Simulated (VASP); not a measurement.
Set up this calculation in VASP 6.6.1, as the native input.

| Property | Result |
| --- | --- |
| Task | single point |
| Functional | LDA |
| Potentials or basis | VASP PAW LDA potentials, release 64 (C) |
| Cutoff | 520 eV |
| k mesh | 7 × 7 × 27 |
| Occupations | fermi-dirac, width 0.1 eV |
| Spin | no spin polarisation |
| Dipole correction | no |
| Further INCAR settings | ALGO = Normal; EDIFF = 1e-06; NBANDS = 13 |

The structure of C lies in POSCAR:

```
C
1.0
    5.6951820627      0.0000000000      0.0000000000
   -2.8475910314      4.9321723455      0.0000000000
    0.0000000000      0.0000000000      1.2766874983
C
3
Direct
    0.0000000000      1.0000000000      0.0000000000
    0.3333333333      0.6666666667      0.5000000000
    0.6666666667      0.3333333333      0.5000000000
```

These files were run (other wordings do the same):

INCAR

```
  PREC = Accurate
  ENCUT = 520
  EDIFF = 1E-6
  ISMEAR = -1
  SIGMA = 0.1
  LREAL = False
  LASPH = True
  NELM = 60
  ALGO = Normal
  ISIF = 2
  LWAVE = False
  LCHARG = False
  GGA = CA
  NBANDS = 13
```

KPOINTS

```
regular mesh
0
Gamma
  7 7 27
```

Potentials or basis: VASP PAW LDA potentials, release 64 (C).

Run with:

```sh
$ cat potpaw_LDA.64/C/POTCAR > POTCAR
$ mpirun -np 1 vasp_std > vasp.out
```

It gave:

```json
{"Pressure": "0.0 GPa", "Band gap on the k mesh": "zero (band 6 reaches 10.89 eV, above the bottom of band 7 at -4.61 eV)"}
```

Wall time 27 s on 1 thread of Intel(R) Xeon(R) Platinum 8488C (Sapphire Rapids) (shared host), peak memory 0.15 GiB.
